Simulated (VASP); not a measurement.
A run of VASP 6.6.1:

File INCAR:

```
SYSTEM = TaSi2
  PREC = Accurate
  ENCUT = 520
  EDIFF = 1E-6
  ISMEAR = 0
  SIGMA = 0.15
  LREAL = Auto
  LASPH = .True.
  NELM = 60
  ALGO = Normal
  ISIF = 2
  LWAVE = .False.
  LCHARG = .False.
  GGA = PS
  NBANDS = 72
```

Contents of KPOINTS:

```
regular mesh
0
Gamma
  9 9 3
  0 0 0
```

Contents of POSCAR:

```
TaSi2
1.0
   -4.7608595400      0.0000000000      0.0000000000
   -2.3804297700     -4.1230253055      0.0000000000
    0.0000000000      0.0000000000     14.6115682148
Ta Si
6 12
Direct
    0.5000000000      1.0000000000      0.0747934236
    0.5000000000      1.0000000000      0.5234642309
    0.0000000000      0.5000000000      0.2243503594
    0.0000000000      0.5000000000      0.6730211667
    0.5000000000      0.5000000000      0.8225781025
    0.5000000000      0.5000000000      0.3739072951
    0.1592675414      0.6814649172      0.0747934236
    0.1592675414      0.6814649172      0.5234642309
    0.3185350828      0.8407324586      0.2243503594
    0.3185350828      0.8407324586      0.6730211667
    0.1592675414      0.1592675414      0.8225781025
    0.1592675414      0.1592675414      0.3739072951
    0.8407324586      0.3185350828      0.0747934236
    0.8407324586      0.3185350828      0.5234642309
    0.6814649172      0.1592675414      0.2243503594
    0.6814649172      0.1592675414      0.6730211667
    0.8407324586      0.8407324586      0.8225781025
    0.8407324586      0.8407324586      0.3739072951
```

Potentials or basis: VASP PAW PBE potentials, release 64 (Ta_pv, Si).

Command:

```console
$ cat potpaw_PBE.64/Ta_pv/POTCAR potpaw_PBE.64/Si/POTCAR > POTCAR
$ mpirun -np 1 vasp_std > vasp.out
```

Hardware: 1 thread of Intel(R) Xeon(R) 6975P-C (Granite Rapids), with other jobs on the host.

**Question.** Estimate the wall time of this run.

**Answer.** Run time: 24 min on 1 thread of Intel(R) Xeon(R) 6975P-C (Granite Rapids), on a shared host, peak memory 0.77 GiB. Counts: scf iterations 18, k points 50.
